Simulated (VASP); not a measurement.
# CdSe4: single point with PBE

CdSe4:

```
Cd Se
1.0
     5.41856    0.00000    0.00000
    -2.70928    4.69261    0.00000
     0.00000    0.00000    5.69047
Cd Se
1 4
Direct
  0.00000 0.00000 0.00000
  0.33333 0.66667 0.52579
  0.66667 0.33333 0.47421
  0.33333 0.66667 0.92543
  0.66667 0.33333 0.07457
```

The cell was generated, and may not be a known phase.

* Program: VASP 6.6.1
* Task: single point
* Functional: PBE
* Potentials or basis: VASP PAW PBE potentials, release 64 (Cd, Se)
* Cutoff: 500 eV
* k mesh: 4 × 4 × 3
* Occupations: gaussian, width 0.2 eV
* Spin: no spin polarisation

The pressure is 0.4 GPa. The largest force is 0.022 eV/Å. The band gap on the k mesh is zero (bands 18 and 19 overlap by 0.59 eV).

Forces in eV/Å, atoms in the order of the input:
```
Cd   0.000  0.000  0.000
Se   0.000  0.000 -0.019
Se   0.000  0.000  0.019
Se   0.000  0.000  0.022
Se   0.000  0.000 -0.022
```

Stress tensor (GPa, compression positive):
```
0.18 0.00 0.00
0.00 0.18 0.00
0.00 0.00 0.96
```

Levels at points of the mesh, in eV from the Fermi level:
| k point | band 14 | band 15 | band 16 | band 17 | band 18 | band 19 | band 20 | band 21 | band 22 | band 23 |
| --- | --- | --- | --- | --- | --- | --- | --- | --- | --- | --- |
| (0.00, 0.00, 0.00) | -2.64 | -2.64 | -1.77 | -1.77 | -1.20 | 0.43 | 0.43 | 3.46 | 4.04 | 4.04 |
| (0.50, 0.00, 0.00) | -2.36 | -2.15 | -1.87 | -1.49 | 0.41 | 0.73 | 1.43 | 2.81 | 3.99 | 4.31 |

Wall time 27 s on 1 thread of AMD EPYC 7R13 Processor (Zen 3) (shared host), peak memory 0.21 GiB.

Caveat: the k points lie up to 0.37 Å⁻¹ apart, too coarse for converged energies and pressures of a metal; semilocal functionals underestimate gaps, and a narrow one can read as zero.
